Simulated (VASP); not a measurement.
## NaF: G0W0 quasiparticle levels with r2SCAN

Crystal: NaF.

```
CELL_PARAMETERS angstrom
0.00000 2.29724 2.29724
2.29724 0.00000 2.29724
2.29724 2.29724 0.00000
ATOMIC_POSITIONS crystal
Na 0.00000 0.00000 0.00000
F 0.50000 0.50000 0.50000
```

```yaml
Program: VASP 6.6.1
Task: G0W0 quasiparticle levels
Functional: r2SCAN
Potentials_or_basis: VASP PAW PBE potentials, release 64 (Na_sv_GW, F_GW)
Cutoff: 500 eV
k_mesh: 6 × 6 × 6
Occupations: gaussian, width 0.01 eV
Spin: no spin polarisation
Dipole_correction: no
GW_scheme: G0W0
GW_iterations: 1
Cutoff_of_the_response_function: 180
Frequency_points: 96
Empty_bands: 132
Further_INCAR_settings: ALGO = EVGW0; EDIFF = 1e-08; NBANDS = 140
```

| Item | Value |
| --- | --- |
| Quasiparticle gap | 11.11 eV |
| Least direct quasiparticle gap | 11.11 eV |
| Band gap of the starting levels on the mesh | 7.06 eV |
| Least direct gap of the starting levels on the mesh | 7.06 eV |

Wall time 4.6 min on 1 thread of Intel(R) Xeon(R) 6975P-C (Granite Rapids), with other jobs on the host, peak memory 0.62 GiB.

Caveat: the k points lie up to 0.39 Å⁻¹ apart; bands, screening cutoff and mesh are small and nothing is extrapolated, so the quasiparticle values aren't converged.
